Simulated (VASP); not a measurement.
# TaN: single point with PBE+U

TaN:

```xyz
2
Lattice="2.9700 0.0000 0.0000 -1.4850 2.5721 0.0000 0.0000 0.0000 2.9022" Properties=species:S:1:pos:R:3 pbc="T T T"
Ta    0.0000    1.7147    1.4511
N     0.0000    0.0000    0.0000
```

```yaml
Program: VASP 6.6.1
Task: single point
Functional: PBE
Potentials_or_basis: VASP PAW PBE potentials, release 64 (Ta_pv, N)
Cutoff: 520 eV
k_mesh: 10 × 10 × 9
Occupations: fermi-dirac, width 0.05 eV
Spin: no spin polarisation
Hubbard_terms: Ta d U = 5.0 eV
```

The pressure is 11.2 GPa and the band gap on the k mesh is zero (band 8 reaches 9.04 eV, above the bottom of band 9 at 8.71 eV).

Stress tensor (GPa, compression positive):
```
 9.68  0.00  0.00
 0.00  9.68  0.00
 0.00  0.00 14.29
```

Levels at points of the mesh, in eV from the Fermi level:
| k point | band 4 | band 5 | band 6 | band 7 | band 8 | band 9 | band 10 | band 11 | band 12 | band 13 |
| --- | --- | --- | --- | --- | --- | --- | --- | --- | --- | --- |
| (0.00, 0.00, 0.00) | -18.19 | -4.80 | -4.80 | -4.45 | -3.43 | 1.23 | 3.23 | 3.23 | 4.25 | 4.25 |
| (0.50, 0.00, 0.00) | -15.93 | -8.76 | -5.24 | -3.69 | -3.65 | 3.27 | 3.57 | 5.03 | 5.03 | 6.36 |

Eigenvalues of the final occupation matrices:
| site | spin | trace | eigenvalues |
| --- | --- | --- | --- |
| site 1 d | 1 | 1.13 | 0.17 0.17 0.25 0.25 0.30 |
| site 1 d | 2 | 1.13 | 0.17 0.17 0.25 0.25 0.30 |

Run time: 15 s on 1 thread of Intel(R) Xeon(R) Platinum 8259CL CPU @ 2.50GHz (Skylake/Cascade Lake), on a shared host, peak memory 0.15 GiB.

Caveat: spin-orbit coupling is left out, which moves the levels of the heavy elements; U without spin polarisation on a metal has little footing.
